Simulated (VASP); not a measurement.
Write the native input for VASP 6.6.1 that does the following.

```
Task                   : single point
Functional             : PBE
Potentials or basis    : VASP PAW PBE potentials, release 64 (Ge_d)
Cutoff                 : 500 eV
k mesh                 : 10 × 10 × 10
Occupations            : gaussian, width 0.1 eV
Spin                   : no spin polarisation
Dipole correction      : no
Further INCAR settings : ALGO = Normal; EDIFF = 1e-06; NBANDS = 13
```

The structure of Ge lies in POSCAR:

```
Ge
1.0
    0.0000000000      2.0983605250      2.0983605250
    2.0983605250      0.0000000000      2.0983605250
    2.0983605250      2.0983605250      0.0000000000
Ge
1
Direct
    0.1730000000      0.8750000000      0.1850000000
```

The input as run:

INCAR

```
SYSTEM = Ge
PREC = Accurate
ENCUT = 500
EDIFF = 1E-6
ISMEAR = 0
SIGMA = 0.1
LREAL = .False.
LASPH = .True.
NELM = 120
ALGO = Normal
ISIF = 2
LWAVE = .False.
LCHARG = .False.
GGA = PE
NBANDS = 13
GGA_COMPAT = .False.
```

KPOINTS

```
Automatic mesh
0
Gamma
  10 10 10
  0 0 0
```

Potentials or basis: VASP PAW PBE potentials, release 64 (Ge_d).

Launch:

```console
$ cat potpaw_PBE.64/Ge_d/POTCAR > POTCAR
$ mpirun -np 1 vasp_std > vasp.out
```

Results of the run:

| Property | Result |
| --- | --- |
| Pressure | 3.7 GPa |
| Band gap on the k mesh | zero (band 7 reaches 16.23 eV, above the bottom of band 8 at 4.69 eV) |

It took 9.1 s on 1 thread of AMD EPYC 7R43 64-Core Processor (Zen 3), on a shared host, peak memory 0.1 GiB.
